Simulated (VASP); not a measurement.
# Se (P3_121) in VASP: notebook, part 2 of 2

VASP 6.6.1. The steps go on from the part before.

### 3 Single point, PBEsol

This run uses another cell than the first one, of 24.11 Å³/atom, 0.827 times its volume.

Input file INCAR:

```
PREC = Accurate ; ENCUT = 520
EDIFF = 1E-6 ; ISMEAR = 0
SIGMA = 0.02 ; LREAL = False
LASPH = True ; NELM = 100
ALGO = Normal ; ISIF = 2
LWAVE = False ; LCHARG = False
GGA = PS ; NBANDS = 16
```

Input file KPOINTS:

```
regular mesh
0
Gamma
  9 9 6
```

Input file POSCAR:

```
Se
1.0
    4.0384519315      0.0000000000      0.0000000000
   -2.0192259658      3.4974019647      0.0000000000
    0.0000000000      0.0000000000      5.1206514004
Se
3
Direct
    0.2487285676      0.0000000000      0.3333333333
    0.0000000000      0.2487285676      0.6666666667
    0.7512714324      0.7512714324      0.0000000000
```

Potentials or basis: VASP PAW PBE potentials, release 64 (Se).

The run is started by

```sh
cat potpaw_PBE.64/Se/POTCAR > POTCAR
mpirun -np 1 vasp_std > vasp.out
```

OUTCAR:

```text
PREC = Accurate
   ENCUT = 520
   EDIFF = 1E-6
   ISMEAR = 0
   LREAL = False
   LASPH = True
   NELM = 100
   ISIF = 2
   GGA = PS

 ion  position               nearest neighbor table
   1  0.249  0.000  0.333-   3 2.44   2 2.44
   2  0.000  0.249  0.667-   3 2.44   1 2.44
   3  0.751  0.751  0.000-   1 2.44   2 2.44

  LATTYP: Found a hexagonal cell.
 ALAT       =     4.0384519315
 C/A-ratio  =     1.2679738393

  Lattice vectors:

 A1 = (   4.0384519315,   0.0000000000,   0.0000000000)
 A2 = (  -2.0192259658,   3.4974019647,   0.0000000000)
 A3 = (   0.0000000000,   0.0000000000,   5.1206514004)

Analysis of symmetry for initial positions (statically):
=====================================================================
 Subroutine PRICEL returns:
 Original cell was already a primitive cell.

 Routine SETGRP: Setting up the symmetry group for a
 hexagonal supercell.

 Subroutine GETGRP returns: Found  6 space group operations
 (whereof  2 operations were pure point group operations)
 out of a pool of 24 trial point group operations.

The static configuration has the point symmetry C_2 .
 The point group associated with its full space group is D_3 .

Analysis of symmetry for dynamics (positions and initial velocities):
=====================================================================
 Subroutine PRICEL returns:
 Original cell was already a primitive cell.

 Routine SETGRP: Setting up the symmetry group for a
 hexagonal supercell.

 Subroutine GETGRP returns: Found  6 space group operations
 (whereof  2 operations were pure point group operations)
 out of a pool of 24 trial point group operations.

The dynamic configuration has the point symmetry C_2 .
 The point group associated with its full space group is D_3 .

 Subroutine INISYM returns: Found  6 space group operations
 (whereof  2 operations are pure point group operations),
[... 117 lines left out ...]
     AMIX     =   0.40;   BMIX     =  1.00
     AMIX_MAG =   1.60;   BMIX_MAG =  1.00
  volume/ion in A,a.u.               =      24.11       162.69
  Fermi-wavevector in a.u.,A,eV,Ry     =   1.029763  1.945969 14.427767  1.060411
  Thomas-Fermi vector in A             =   2.163827
   LORBIT       =      0    0 simple, 1 ext, 2 COOP (PROOUT), +10 PAW based schemes
   GGA     = PS    functional components
   LHFCALC =     F    Hartree Fock is set to
   AEXX    =    0.0000 exact exchange contribution
   IVDW    =     0    specifies the selected vdW correction
   LEPSILON=     F    determine dielectric tensor
   LRPA    =     F    only Hartree local field effects (RPA)
 non-spin polarized calculation
 Gauss-broadening in eV      SIGMA  =   0.02
  energy-cutoff  :      520.00
  volume of cell :       72.32
 maximum number of plane-waves:      1976
 NGX is ok and might be reduce to    30
   NGX = 15   NGY = 15   NGZ = 19

 number of electron      18.0000001 magnetization

 Free energy of the ion-electron system (eV)
  ---------------------------------------------------
  ext. energy  EPLUGINS =         0.00000000
  ---------------------------------------------------
  free energy    TOTEN  =       -11.56047329 eV

  energy without entropy =      -11.56047329  energy(sigma->0) =      -11.56047329

 E-fermi :   3.8645     XC(G=0):  -9.6898

 val. band max:        3.7548978009   @ k =   0.3333   0.3333   0.5000
 cond. band min:       4.1945387335   @ k =   0.3333   0.3333   0.5000
 fundamental gap:      0.4396409326
 Fermi energy:         3.8645205851

 k-point     1 :       0.0000    0.0000    0.0000
  band No.  band energies     occupation
      1     -12.3317      2.00000
      2      -8.2228      2.00000
      3      -8.2228      2.00000
      4       0.0528      2.00000
      5       0.2937      2.00000
      6       0.2937      2.00000
[... 433 lines left out ...]
      3      -7.4854      2.00000
      4      -1.7085      2.00000
      5      -1.1646      2.00000
      6       0.0449      2.00000
[... 8 lines left out ...]
     15      12.4686      0.00000
     16      13.1811      0.00000

 [... further k-points ...]

------------------------ aborting loop because EDIFF is reached ----------------------------------------

  FORCE on cell =-STRESS in cart. coord.  units (eV):
  Direction    XX          YY          ZZ          XY          YZ          ZX
  --------------------------------------------------------------------------------------
  -------------------------------------------------------------------------------------
  Total        0.0653542      0.0653542      0.1180114     -0.0000000      0.0000000     -0.0000000
  in kB        1.4477667      1.4477667      2.6142596     -0.0000000      0.0000000     -0.0000000
  external PRESSURE =       1.8365977 kB  Pullay stress =       0.0000000 kB

 VOLUME and BASIS-vectors are now :
 -----------------------------------------------------------------------------
  energy-cutoff  :      520.00
  volume of cell :       72.32
      direct lattice vectors                 reciprocal lattice vectors
     4.038451932  0.000000000  0.000000000     0.247619637  0.142963264  0.000000000
    -2.019225966  3.497401965  0.000000000     0.000000000  0.285926528  0.000000000
     0.000000000  0.000000000  5.120651400     0.000000000  0.000000000  0.195287654

 POSITION                                       TOTAL-FORCE (eV/Angst)
 -----------------------------------------------------------------------------------
      1.00448      0.00000      1.70688         0.031178      0.000000     -0.000000
     -0.50224      0.86990      3.41377        -0.015589      0.027001      0.000000
      1.51699      2.62750      0.00000        -0.015589     -0.027001      0.000000
 -----------------------------------------------------------------------------------
    total drift:                               -0.000001     -0.000001      0.000000

  FREE ENERGIE OF THE ION-ELECTRON SYSTEM (eV)
  ---------------------------------------------------
  free  energy   TOTEN  =       -11.5604732893 eV

  energy  without entropy=      -11.5604732893  energy(sigma->0) =      -11.56047329
```

OSZICAR:

```text
N       E                     dE             d eps       ncg     rms          rms(c)
DAV:   1     0.775154916272E+02    0.77515E+02   -0.73094E+03  1984   0.946E+02
DAV:   2    -0.693156890979E+01   -0.84447E+02   -0.80251E+02  2656   0.155E+02
DAV:   3    -0.116066889583E+02   -0.46751E+01   -0.46595E+01  2416   0.413E+01
DAV:   4    -0.116351327368E+02   -0.28444E-01   -0.28440E-01  2648   0.382E+00
DAV:   5    -0.116353051283E+02   -0.17239E-03   -0.17239E-03  2496   0.291E-01    0.708E+00
DAV:   6    -0.115808593154E+02    0.54446E-01   -0.29050E-02  2424   0.108E+00    0.435E+00
DAV:   7    -0.115612552341E+02    0.19604E-01   -0.58101E-02  2336   0.148E+00    0.180E-01
DAV:   8    -0.115604310133E+02    0.82422E-03   -0.86973E-03  2208   0.565E-01    0.960E-02
DAV:   9    -0.115604706307E+02   -0.39617E-04   -0.22239E-04  2848   0.100E-01    0.315E-02
DAV:  10    -0.115604730343E+02   -0.24036E-05   -0.23771E-05  2424   0.324E-02    0.563E-03
DAV:  11    -0.115604732893E+02   -0.25500E-06   -0.50434E-06  2688   0.133E-02
   1 F= -.11560473E+02 E0= -.11560473E+02  d E =-.832536E-17
```

Run time: 1.7 min. Hardware: 1 thread of AMD EPYC 7R13, shared host; peak memory 0.18 GiB.

Results:

```
Free energy            : -11.5605 eV
Pressure               : 0.2 GPa
Largest force          : 0.031 eV/Å
Band gap on the k mesh : 0.44 eV, direct
```

Forces on the atoms (eV/Å):
```
Se   0.031  0.000  0.000
Se  -0.016  0.027  0.000
Se  -0.016 -0.027  0.000
```

Levels at points of the mesh, in eV from the valence-band top:
| k point | band 7 | band 8 | band 9 | band 10 | band 11 | band 12 |
| --- | --- | --- | --- | --- | --- | --- |
| (0.00, 0.00, 0.00) | -1.92 | -1.92 | -0.56 | 1.43 | 1.43 | 2.03 |
| (0.00, 0.00, 0.50) | -1.42 | -1.37 | -1.37 | 0.88 | 0.88 | 0.88 |

Caveat: the PAW data sets were made with another functional, which shifts forces and pressure a little. A k mesh can miss the band edges.

### 4 Single point, PBEsol

This run uses another cell than the first one, of 24.11 Å³/atom, 0.827 times its volume.

Input file INCAR:

```
PREC = Accurate
ENCUT = 520
EDIFF = 1E-6
ISMEAR = 0
SIGMA = 0.02
LREAL = F
LASPH = T
NELM = 100
ALGO = Normal
ISIF = 2
LWAVE = F
LCHARG = F
GGA = PS
NBANDS = 16
```

Input file KPOINTS:

```
regular mesh
0
Gamma
  12 12 8
```

POSCAR is that of step 3.

The run is started by

```sh
cat potpaw_PBE.64/Se/POTCAR > POTCAR
mpirun -np 1 vasp_std > vasp.out
```

Wall time 3.2 min (1 thread of AMD EPYC 7R13, shared host); peak memory 0.23 GiB.

Results (log left out):

| Property | Result |
| --- | --- |
| Free energy | -11.5608 eV |
| Pressure | 0.2 GPa |
| Largest force | 0.031 eV/Å |
| Band gap on the k mesh | 0.44 eV, direct |

Forces on the atoms (eV/Å):
```
Se   0.031  0.000  0.000
Se  -0.016  0.027  0.000
Se  -0.016 -0.027  0.000
```

Stress tensor (GPa, compression positive):
```
0.14 0.00 0.00
0.00 0.14 0.00
0.00 0.00 0.27
```

Levels at points of the mesh, in eV from the valence-band top:
```tsv
k point	band 6	band 7	band 8	band 9	band 10	band 11	band 12	band 13
(0.00, 0.00, 0.00)	-3.46	-1.92	-1.92	-0.56	1.43	1.43	2.03	6.25
(0.50, 0.00, 0.00)	-3.88	-3.67	-1.49	-0.99	1.40	1.65	4.24	4.31
(0.00, 0.00, 0.50)	-3.13	-1.42	-1.37	-1.37	0.88	0.88	0.88	5.49
(0.50, 0.00, 0.50)	-4.30	-2.50	-2.01	-0.10	1.27	2.48	2.96	5.88
```

Caveat: the PAW data sets were made with another functional, which shifts forces and pressure a little.

### 5 Relaxation of cell and atoms, PBEsol

Input file INCAR:

```
SYSTEM = Se
PREC     = Accurate       ! precision mode
ENCUT    = 600            ! plane-wave cutoff, eV
EDIFF    = 1E-6           ! SCF threshold, eV
ISMEAR   = 0              ! smearing method
SIGMA    = 0.02           ! smearing width, eV
LREAL    = .False.        ! projectors in reciprocal space
LASPH    = .True.         ! aspherical terms in the spheres
NELM     = 80             ! most SCF steps
ALGO     = Normal         ! electronic algorithm
ISIF     = 3              ! what is computed and relaxed
LWAVE    = .False.        ! write WAVECAR
LCHARG   = .False.        ! write CHGCAR
GGA      = PS             ! functional
IBRION   = 2              ! ionic algorithm
NSW      = 100            ! ionic steps
EDIFFG   = -0.002         ! ionic threshold
```

Input file KPOINTS:

```
regular mesh
0
Gamma
  9 9 6
  0 0 0
```

Input file POSCAR:

```
Se
1.0
    4.5048207000      0.0000000000      0.0000000000
   -2.2524103500      3.9012891700      0.0000000000
    0.0000000000      0.0000000000      4.9787963200
Se
3
Direct
    0.2178929800      0.0000000000      0.3333333300
    0.0000000000      0.2178929800      0.6666666700
    0.7821070200      0.7821070200      0.0000000000
```

The run is started by

```sh
cat potpaw_PBE.64/Se/POTCAR > POTCAR
mpirun -np 1 vasp_std > vasp.out
```

Wall time 31 min (1 thread of AMD EPYC 7R13, shared host); peak memory 0.24 GiB.

Results (log left out):

| Property | Result |
| --- | --- |
| Free energy | -11.5615 eV |
| Relaxed volume | 24.12 Å³/atom |
| Relaxed cell | a = 4.036 Å, b = 4.036 Å, c = 5.127 Å, α = 90.00°, β = 90.00°, γ = 120.00° |
| Space group after relaxing (to 0.05 Å) | P3_121 (No. 152) |
| Energy gained by relaxing | 39.7 meV/atom |
| Ionic steps | 36 |
| Pressure after relaxing | 0.0 GPa |
| Band gap on the k mesh | 0.43 eV, direct |

The path:
| step | energy change (eV) | largest force (eV/Å) | pressure (GPa) | volume (Å³) |
| --- | --- | --- | --- | --- |
| 1 | 0.0000 | 0.1957 | -0.69 | 87.50 |
| 2 | -0.0136 | 0.2261 | -0.47 | 85.92 |
| 3 | -0.0470 | 0.3334 | 0.47 | 81.27 |
| 4 | -0.0492 | 0.5941 | 3.89 | 72.42 |
| 5 | -0.0610 | 0.4808 | 2.01 | 76.65 |
| 6 | -0.0654 | 0.4517 | 1.91 | 76.41 |
| 7 | -0.0771 | 0.3695 | 1.69 | 75.68 |
| 8 | -0.0945 | 0.2262 | 1.35 | 74.23 |
| 9 | -0.1075 | 0.0132 | 1.12 | 71.35 |
| 10 | -0.1110 | 0.0165 | 0.67 | 71.94 |
| 11 | -0.1141 | 0.0782 | -0.19 | 73.16 |
| 12 | -0.1151 | 0.0615 | -0.15 | 73.15 |
| 13 | -0.1173 | 0.0106 | -0.02 | 73.10 |
| 14 | -0.1176 | 0.0942 | 0.26 | 73.00 |
| 15 | -0.1181 | 0.0471 | 0.14 | 73.05 |
| 16 | -0.1184 | 0.0211 | -0.11 | 73.20 |
| 17 | -0.1184 | 0.0173 | -0.15 | 73.22 |
| 18 | -0.1186 | 0.0185 | -0.12 | 73.10 |
| 19 | -0.1190 | 0.0231 | -0.03 | 72.75 |
| 20 | -0.1187 | 0.0322 | 0.15 | 72.04 |
| 21 | -0.1190 | 0.0264 | 0.02 | 72.52 |
| 22 | -0.1191 | 0.0049 | -0.06 | 72.47 |
| 23 | -0.1192 | 0.0022 | -0.09 | 72.46 |
| 24 | -0.1192 | 0.0021 | 0.04 | 72.25 |
| 25 | -0.1192 | 0.0011 | 0.01 | 72.30 |
| 26 | -0.1192 | 0.0009 | 0.01 | 72.31 |
| 27 | -0.1192 | 0.0006 | -0.04 | 72.38 |
| 28 | -0.1192 | 0.0007 | 0.00 | 72.32 |
| 29 | -0.1192 | 0.0009 | -0.01 | 72.31 |
| 30 | -0.1192 | 0.0014 | 0.02 | 72.32 |
| 31 | -0.1192 | 0.0027 | 0.01 | 72.33 |
| 32 | -0.1192 | 0.0016 | 0.02 | 72.34 |
| 33 | -0.1192 | 0.0008 | -0.01 | 72.37 |
| 34 | -0.1192 | 0.0000 | -0.03 | 72.36 |
| 35 | -0.1192 | 0.0011 | -0.02 | 72.35 |
| 36 | -0.1192 | 0.0014 | -0.01 | 72.35 |

Final structure:
```
Se
1.0
     4.03648    0.00000    0.00000
    -2.01824    3.49570    0.00000
     0.00000    0.00000    5.12717
Se
3
Direct
  0.24935 0.00000 0.33333
  0.00000 0.24935 0.66667
  0.75065 0.75065 0.00000
```

Levels at points of the mesh, in eV from the valence-band top:
| k point | band 7 | band 8 | band 9 | band 10 | band 11 | band 12 |
| --- | --- | --- | --- | --- | --- | --- |
| (0.00, 0.00, 0.00) | -1.91 | -1.91 | -0.57 | 1.42 | 1.42 | 2.02 |
| (0.00, 0.00, 0.50) | -1.41 | -1.36 | -1.36 | 0.86 | 0.86 | 0.87 |

Caveat: the volume moved by over 15 % at a fixed basis, so the end points are rough; the PAW data sets were made with another functional, which shifts forces and pressure a little. Expect the measured gap to be larger: semilocal functionals such as PBEsol lack the derivative discontinuity.

### 6 Relaxation of cell and atoms, PBEsol

This run uses another cell than the first one, of 24.11 Å³/atom, 0.827 times its volume.

Input file INCAR:

```
SYSTEM = Se
PREC = Accurate ; ENCUT = 600
EDIFF = 1E-7 ; ISMEAR = 0
SIGMA = 0.02 ; LREAL = .False.
LASPH = .True. ; NELM = 100
ALGO = Normal ; ISIF = 3
LWAVE = .False. ; LCHARG = .False.
GGA = PS ; IBRION = 2
NSW = 100 ; EDIFFG = -0.002
```

Input file KPOINTS:

```
regular mesh
0
Gamma
  12 12 8
  0 0 0
```

Input file POSCAR:

```
Se
1.0
    4.0384519315      0.0000000000      0.0000000000
   -2.0192259658      3.4974019647      0.0000000000
    0.0000000000      0.0000000000      5.1206514004
Se
3
Direct
    0.2487285676      0.0000000000      0.3333333333
    0.0000000000      0.2487285676      0.6666666667
    0.7512714324      0.7512714324      0.0000000000
```

Potentials or basis: VASP PAW PBE potentials, release 64 (Se).

The run is started by

```sh
cat potpaw_PBE.64/Se/POTCAR > POTCAR
mpirun -np 1 vasp_std > vasp.out
```

Run time: 20 min. Hardware: 1 thread of AMD EPYC 7R13, shared host; peak memory 0.26 GiB.

The run converged. Its results:

| Property | Result |
| --- | --- |
| Free energy | -11.5612 eV |
| Energy gained by relaxing | 0.1 meV/atom |
| Ionic steps | 17 |
| Pressure after relaxing | 0.0 GPa |
| Band gap on the k mesh | 0.43 eV, direct |

The path:
```
step  energy change (eV)  largest force (eV/Å)  pressure (GPa)  volume (Å³)
   1              0.0000                0.0308            0.18        72.32
   2              0.0000                0.0134           -0.18        72.61
   3             -0.0001                0.0065           -0.02        72.48
   4             -0.0001                0.0060           -0.01        72.48
   5             -0.0001                0.0037           -0.10        72.55
   6             -0.0001                0.0055           -0.02        72.49
   7             -0.0001                0.0044           -0.02        72.46
   8             -0.0002                0.0011           -0.01        72.40
   9             -0.0002                0.0052            0.00        72.27
  10             -0.0002                0.0020           -0.01        72.34
  11             -0.0002                0.0013            0.01        72.31
  12             -0.0002                0.0010            0.02        72.31
  13             -0.0002                0.0003            0.01        72.32
  14             -0.0002                0.0007            0.00        72.32
  15             -0.0002                0.0009            0.01        72.31
  16             -0.0002                0.0010            0.01        72.31
  17             -0.0002                0.0002            0.00        72.32
```

Final structure:
```
CELL_PARAMETERS angstrom
4.03548 0.00000 0.00000
-2.01774 3.49483 0.00000
0.00000 0.00000 5.12769
ATOMIC_POSITIONS crystal
Se 0.24945 0.00000 0.33333
Se 0.00000 0.24945 0.66667
Se 0.75055 0.75055 0.00000
```

Levels at points of the mesh, in eV from the valence-band top:
```csv
k point,band 6,band 7,band 8,band 9,band 10,band 11,band 12,band 13
"(0.00, 0.00, 0.00)",-3.45,-1.91,-1.91,-0.57,1.41,1.41,2.02,6.25
"(0.50, 0.00, 0.00)",-3.88,-3.68,-1.48,-0.99,1.39,1.63,4.23,4.29
"(0.00, 0.00, 0.50)",-3.12,-1.41,-1.36,-1.36,0.86,0.86,0.87,5.49
"(0.50, 0.00, 0.50)",-4.29,-2.51,-2.02,-0.11,1.25,2.47,2.96,5.87
```

Caveat: the PAW data sets were made with another functional, which shifts forces and pressure a little.

### 7 The runs side by side

```tsv
task	cell	k mesh	cutoff (eV)	smearing	gap on the mesh (eV)	pressure (GPa)	relaxed volume (Å³/atom)	largest force (eV/Å)
single point	a = 4.505, b = 4.505, c = 4.979 Å, angles 90.0, 90.0, 120.0°, 3 atoms	6 × 6 × 4	520	gaussian 0.1 eV	1.04	-0.7	-	0.20
single point	a = 4.038, b = 4.038, c = 5.121 Å, angles 90.0, 90.0, 120.0°, 3 atoms	9 × 9 × 6	520	gaussian 0.02 eV	0.44	0.2	-	0.03
single point	a = 4.038, b = 4.038, c = 5.121 Å, angles 90.0, 90.0, 120.0°, 3 atoms	12 × 12 × 8	520	gaussian 0.02 eV	0.44	0.2	-	0.03
relaxation of cell and atoms	relaxed from a = 4.505, b = 4.505, c = 4.979 Å, angles 90.0, 90.0, 120.0°, 3 atoms	9 × 9 × 6	600	gaussian 0.02 eV	0.43	0.0	24.12	-
relaxation of cell and atoms	relaxed from a = 4.038, b = 4.038, c = 5.121 Å, angles 90.0, 90.0, 120.0°, 3 atoms	12 × 12 × 8	600	gaussian 0.02 eV	0.43	0.0	24.11	-
```

Alike in all rows: level PBEsol; potentials or basis VASP PAW PBE potentials, release 64 (Se); no spin polarisation.

Caveats: the PAW data sets were made with another functional, which shifts forces and pressure a little; the volume moved by over 15 % at a fixed basis, so the end points are rough (some runs).

Total energies depend on the potentials used, so only differences within one code and one set of settings carry meaning.
